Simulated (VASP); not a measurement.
# Ti (Fm-3m) in VASP: notebook

Ti is run at these levels: BLYP, r2SCAN, LDA; tasks: relaxation of cell and atoms, single point.

Everything below comes from runs of VASP 6.6.1. Logs are shortened: lines on timing, memory, paths and dates and some standing lists are left out, and cuts for length are marked.

## 1. The cell of the first run

The structure is cubic, space group Fm-3m (No. 225). The conventional cell has a = 4.060 Å, b = 4.060 Å, c = 4.060 Å, α = 90.00°, β = 90.00°, γ = 90.00°. Ti (site symmetry m-3m) has 12 Ti at 2.87 Å within 3.8 Å.

## 2. Relaxation of cell and atoms, BLYP

INCAR reads:

```
PREC = Accurate
ENCUT = 600
EDIFF = 1E-6
ISMEAR = -1
SIGMA = 0.05
LREAL = F
LASPH = T
NELM = 80
ALGO = Normal
ISIF = 3
LWAVE = F
LCHARG = F
GGA = B5
ALDAX = 1.0
AGGAX = 1.0
AGGAC = 1.0
ALDAC = 0.0
IBRION = 2
NSW = 60
EDIFFG = -0.01
```

KPOINTS reads:

```
regular mesh
0
Gamma
  11 11 11
```

POSCAR reads:

```
Ti
1.0
    0.0000000000      2.0300000000      2.0300000000
    2.0300000000      0.0000000000      2.0300000000
    2.0300000000      2.0300000000      0.0000000000
Ti
1
Direct
    0.0000000000      0.0000000000      0.0000000000
```

Potentials or basis: VASP PAW PBE potentials, release 64 (Ti_sv).

Launch:

```
$ cat potpaw_PBE.64/Ti_sv/POTCAR > POTCAR
$ mpirun -np 1 vasp_std > vasp.out
```

OUTCAR:

```text
PREC = Accurate
   ENCUT = 600
   EDIFF = 1E-6
   ISMEAR = -1
   LREAL = F
   LASPH = T
   NELM = 80
   ISIF = 3
   GGA = B5
   IBRION = 2
   NSW = 60
   EDIFFG = -0.01

 ion  position               nearest neighbor table
   1  0.000  0.000  0.000-

  LATTYP: Found a face centered cubic cell.
 ALAT       =     4.0600000000

  Lattice vectors:

 A1 = (   0.0000000000,   2.0300000000,   2.0300000000)
 A2 = (   2.0300000000,   0.0000000000,   2.0300000000)
 A3 = (   2.0300000000,   2.0300000000,   0.0000000000)

Analysis of symmetry for initial positions (statically):
=====================================================================
 Subroutine PRICEL returns:
 Original cell was already a primitive cell.

 Routine SETGRP: Setting up the symmetry group for a
 face centered cubic supercell.

 Subroutine GETGRP returns: Found 48 space group operations
 (whereof 48 operations were pure point group operations)
 out of a pool of 48 trial point group operations.

The static configuration has the point symmetry O_h .

Analysis of symmetry for dynamics (positions and initial velocities):
=====================================================================
 Subroutine PRICEL returns:
 Original cell was already a primitive cell.

 Routine SETGRP: Setting up the symmetry group for a
 face centered cubic supercell.

 Subroutine GETGRP returns: Found 48 space group operations
 (whereof 48 operations were pure point group operations)
 out of a pool of 48 trial point group operations.

The dynamic configuration has the point symmetry O_h .

 Subroutine INISYM returns: Found 48 space group operations
 (whereof 48 operations are pure point group operations),
 and found     1 'primitive' translations

----------------------------------------------------------------------------------------

                                     Primitive cell

  volume of cell :      16.7309

  direct lattice vectors                    reciprocal lattice vectors
     0.000000000  2.030000000  2.030000000    -0.246305419  0.246305419  0.246305419
     2.030000000  0.000000000  2.030000000     0.246305419 -0.246305419  0.246305419
     2.030000000  2.030000000  0.000000000     0.246305419  0.246305419 -0.246305419

  length of vectors
     2.870853532  2.870853532  2.870853532     0.426613499  0.426613499  0.426613499

  position of ions in fractional coordinates (direct lattice)
     0.000000000  0.000000000  0.000000000

  ion indices of the primitive-cell ions
   primitive index   ion index
                 1           1

----------------------------------------------------------------------------------------

 KPOINTS: regular mesh

Automatic generation of k-mesh.
 Grid dimensions read from file:
 generate k-points for:   11   11   11

 Generating k-lattice:

  Cartesian coordinates                     Fractional coordinates (reciprocal lattice)
    -0.022391402  0.022391402  0.022391402     0.090909091  0.000000000  0.000000000
     0.022391402 -0.022391402  0.022391402     0.000000000  0.090909091  0.000000000
     0.022391402  0.022391402 -0.022391402     0.000000000  0.000000000  0.090909091

  Length of vectors
     0.038783045  0.038783045  0.038783045

  Shift w.r.t. Gamma in fractional coordinates (k-lattice)
     0.000000000  0.000000000  0.000000000

 Subroutine IBZKPT returns following result:
 ===========================================

 Found     56 irreducible k-points:

 Following reciprocal coordinates:
            Coordinates               Weight
  0.000000  0.000000  0.000000      1.000000
  0.090909  0.000000  0.000000      8.000000
  0.181818  0.000000  0.000000      8.000000
  0.272727  0.000000  0.000000      8.000000
  0.363636  0.000000  0.000000      8.000000
  0.454545  0.000000  0.000000      8.000000
[... 16 lines left out ...]
 -0.272727  0.181818  0.000000     24.000000
 -0.181818  0.181818  0.000000     12.000000
 [... further k-points ...]
   k-points           NKPTS =     56   k-points in BZ     NKDIM =     56   number of bands    NBANDS=     10
   number of dos      NEDOS =    301   number of ions     NIONS =      1
   total plane-waves  NPLWV =  13824
   dimension x,y,z NGX =    24 NGY =   24 NGZ =   24
   dimension x,y,z NGXF=    48 NGYF=   48 NGZF=   48
   ions per type =               1
   NGX,Y,Z   is equivalent  to a cutoff of  13.90, 13.90, 13.90 a.u.
   NGXF,Y,Z  is equivalent  to a cutoff of  27.80, 27.80, 27.80 a.u.
 SYSTEM =  unknown system
   PREC   = accura    normal or accurate (medium, high low for compatibility)
   ISTART =      0    job   : 0-new  1-cont  2-samecut
   ICHARG =      2    charge: 1-file 2-atom 10-const
   ISPIN  =      1    spin polarized calculation?
   LNONCOLLINEAR =      F non collinear calculations
   LSORBIT =      F    spin-orbit coupling
   LASPH  =      T    aspherical Exc in radial PAW
   ENCUT  =  600.0 eV  44.10 Ry    6.64 a.u.   5.73  5.73  5.73*2*pi/ulx,y,z
   NELM   =     80;   NELMIN=  2; NELMDL= -5     # of ELM steps
   EDIFF  = 0.1E-05   stopping-criterion for ELM
   LREAL  =      F    real-space projection
   EDIFFG = -.1E-01   stopping-criterion for IOM
   NSW    =     60    number of steps for IOM
   IBRION =      2    ionic relax: 0-MD 1-quasi-New 2-CG
   NFREE  =      1    steps in history (QN), initial steepest desc. (CG)
   ISIF   =      3    stress and relaxation
   ISYM   =      2    0-nonsym 1-usesym 2-fastsym
   POTIM  = 0.5000    time-step for ionic-motion
   TEBEG  =    0.0;   TEEND  =   0.0 temperature during run
   PSTRESS=    0.0 pullay stress
   NELECT =      12.0000    total number of electrons
   NUPDOWN=      -1.0000    fix difference up-down
   EMIN   =  10.00;   EMAX   =-10.00  energy-range for DOS
   EFERMI =   0.00;   METHOD = LEGACY
   ISMEAR =    -1;   SIGMA  =   0.05  broadening in eV -4-tet -1-fermi 0-gaus
   EFERMI_NEDOS =   21; number of points for ismear=-14 and -15
   IALGO  =     38    algorithm
   IMIX   =      4    mixing-type and parameters
     AMIX     =   0.40;   BMIX     =  1.00
     AMIX_MAG =   1.60;   BMIX_MAG =  1.00
  volume/ion in A,a.u.               =      16.73       112.91
  Fermi-wavevector in a.u.,A,eV,Ry     =   1.465421  2.769245 29.217967  2.147460
  Thomas-Fermi vector in A             =   2.581280
   LORBIT       =      0    0 simple, 1 ext, 2 COOP (PROOUT), +10 PAW based schemes
   GGA     = B5    functional components
   LHFCALC =     F    Hartree Fock is set to
   AEXX    =    0.0000 exact exchange contribution
   IVDW    =     0    specifies the selected vdW correction
   LEPSILON=     F    determine dielectric tensor
   LRPA    =     F    only Hartree local field effects (RPA)
 conjugate gradient relaxation of ions
 non-spin polarized calculation
  energy-cutoff  :      600.00
  volume of cell :       16.73
 maximum number of plane-waves:       568
   NGX = 11   NGY = 11   NGZ = 11

--------------------------------------- Ionic step        1  -------------------------------------------

 number of electron      12.0000002 magnetization

 Free energy of the ion-electron system (eV)
  ---------------------------------------------------
  ext. energy  EPLUGINS =         0.00000000
  ---------------------------------------------------
  free energy    TOTEN  =        -6.70395931 eV

  energy without entropy =       -6.69473827  energy(sigma->0) =       -6.69934879

------------------------ aborting loop because EDIFF is reached ----------------------------------------

  FORCE on cell =-STRESS in cart. coord.  units (eV):
  Direction    XX          YY          ZZ          XY          YZ          ZX
  --------------------------------------------------------------------------------------
  -------------------------------------------------------------------------------------
  Total        0.6860190      0.6860190      0.6860190     -0.0000000     -0.0000000      0.0000000
  in kB       65.6944411     65.6944411     65.6944411     -0.0000000     -0.0000000      0.0000000
  external PRESSURE =      65.6944411 kB  Pullay stress =       0.0000000 kB

 VOLUME and BASIS-vectors are now :
 -----------------------------------------------------------------------------
  energy-cutoff  :      600.00
  volume of cell :       16.73
      direct lattice vectors                 reciprocal lattice vectors
     0.000000000  2.030000000  2.030000000    -0.246305419  0.246305419  0.246305419
     2.030000000  0.000000000  2.030000000     0.246305419 -0.246305419  0.246305419
     2.030000000  2.030000000  0.000000000     0.246305419  0.246305419 -0.246305419
[... 36 lines left out ...]
 POSITION                                       TOTAL-FORCE (eV/Angst)
 -----------------------------------------------------------------------------------
      0.00000      0.00000      0.00000        -0.000000      0.000000      0.000000
 -----------------------------------------------------------------------------------
    total drift:                               -0.000000     -0.000000      0.000000

  FREE ENERGIE OF THE ION-ELECTRON SYSTEM (eV)
  ---------------------------------------------------
  free  energy   TOTEN  =        -6.7154422499 eV

  energy  without entropy=       -6.7025464382  energy(sigma->0) =       -6.70899434

--------------------------------------- Ionic step        3  -------------------------------------------

 number of electron      11.9999999 magnetization

 Free energy of the ion-electron system (eV)
  ---------------------------------------------------
  ext. energy  EPLUGINS =         0.00000000
  ---------------------------------------------------
  free energy    TOTEN  =        -6.72371261 eV

  energy without entropy =       -6.71237956  energy(sigma->0) =       -6.71804608

 E-fermi :   8.4566     XC(G=0): -10.8623

 val. band max:        8.3950788431   @ k =   0.1818   0.1818   0.0000
 cond. band min:       8.4704499105   @ k =   0.2727   0.0000   0.0000
 fundamental gap:      0.0753710674
 Fermi energy:         8.4565557326

 k-point     1 :       0.0000    0.0000    0.0000
  band No.  band energies     occupation
      1     -48.0531      2.00000
      2     -24.1037      2.00000
      3     -24.1037      2.00000
      4     -24.1037      2.00000
      5       2.6026      2.00000
      6       9.2477      0.00000
      7       9.2477      0.00000
      8       9.2477      0.00000
      9      10.8297      0.00000
     10      10.8297      0.00000

 k-point     2 :       0.0909    0.0000    0.0000
  band No.  band energies     occupation
      1     -48.0441      2.00000
      2     -24.1551      2.00000
      3     -24.1102      2.00000
      4     -24.1102      2.00000
      5       2.8625      2.00000
      6       9.0980      0.00001
      7       9.3371      0.00000
      8       9.3371      0.00000
      9      10.7763      0.00000
     10      10.7763      0.00000
[... 274 lines left out ...]
 k-point    24 :      -0.1818    0.1818    0.0000
  band No.  band energies     occupation
      1     -47.9773      2.00000
      2     -24.4505      2.00000
      3     -24.2469      2.00000
      4     -24.1443      2.00000
      5       5.0134      2.00000
      6       8.2530      1.96647
      7       9.2023      0.00000
      8      10.0962      0.00000
      9      10.1126      0.00000
     10      11.7456      0.00000

 [... further k-points ...]
[... 5 lines left out ...]
  --------------------------------------------------------------------------------------
  -------------------------------------------------------------------------------------
  Total       -0.0029475     -0.0029475     -0.0029475      0.0000000      0.0000000      0.0000000
  in kB       -0.2661466     -0.2661466     -0.2661466      0.0000000      0.0000000      0.0000000
  external PRESSURE =      -0.2661466 kB  Pullay stress =       0.0000000 kB

 VOLUME and BASIS-vectors are now :
 -----------------------------------------------------------------------------
  energy-cutoff  :      600.00
  volume of cell :       17.74
      direct lattice vectors                 reciprocal lattice vectors
     0.000000000  2.070152683  2.070152683    -0.241528079  0.241528079  0.241528079
     2.070152683 -0.000000000  2.070152683     0.241528079 -0.241528079  0.241528079
     2.070152683  2.070152683  0.000000000     0.241528079  0.241528079 -0.241528079

 POSITION                                       TOTAL-FORCE (eV/Angst)
 -----------------------------------------------------------------------------------
      0.00000      0.00000      0.00000         0.000000      0.000000      0.000000
 -----------------------------------------------------------------------------------
    total drift:                               -0.000000      0.000000     -0.000000

  FREE ENERGIE OF THE ION-ELECTRON SYSTEM (eV)
  ---------------------------------------------------
  free  energy   TOTEN  =        -6.7237126059 eV

  energy  without entropy=       -6.7123795636  energy(sigma->0) =       -6.71804608

 reached required accuracy - stopping structural energy minimisation
```

It took 54 s on 1 thread of AMD EPYC 7R43 (Zen 3), shared host; peak memory 0.11 GiB.

Results:

```
Free energy                            : -6.7237 eV
Relaxed volume                         : 17.74 Å³/atom
Relaxed cell                           : a = 2.928 Å, b = 2.928 Å, c = 2.928 Å, α = 60.00°, β = 60.00°, γ = 60.00°
Space group after relaxing (to 0.05 Å) : Fm-3m (No. 225)
Energy gained by relaxing              : 19.8 meV/atom
Ionic steps                            : 3
Pressure after relaxing                : 0.0 GPa
Band gap on the k mesh                 : zero (band 6 reaches 9.25 eV, above the bottom of band 7 at 8.18 eV)
```

Step by step:
| step | energy change (eV) | largest force (eV/Å) | pressure (GPa) | volume (Å³) |
| --- | --- | --- | --- | --- |
| 1 | 0.0000 | 0.0000 | 6.57 | 16.73 |
| 2 | -0.0115 | 0.0000 | -3.65 | 18.45 |
| 3 | -0.0198 | 0.0000 | -0.03 | 17.74 |

Final structure:
```
CELL_PARAMETERS angstrom
0.00000 2.07015 2.07015
2.07015 0.00000 2.07015
2.07015 2.07015 0.00000
ATOMIC_POSITIONS crystal
Ti 0.00000 0.00000 0.00000
```

Levels at points of the mesh, in eV from the Fermi level:
```csv
k point,band 3,band 4,band 5,band 6,band 7,band 8,band 9,band 10
"(0.00, 0.00, 0.00)",-32.56,-32.56,-5.85,0.79,0.79,0.79,2.37,2.37
```

Caveat: the PAW data sets were made with another functional, which shifts forces and pressure a little.

(Part 1 of 2 ends here.)
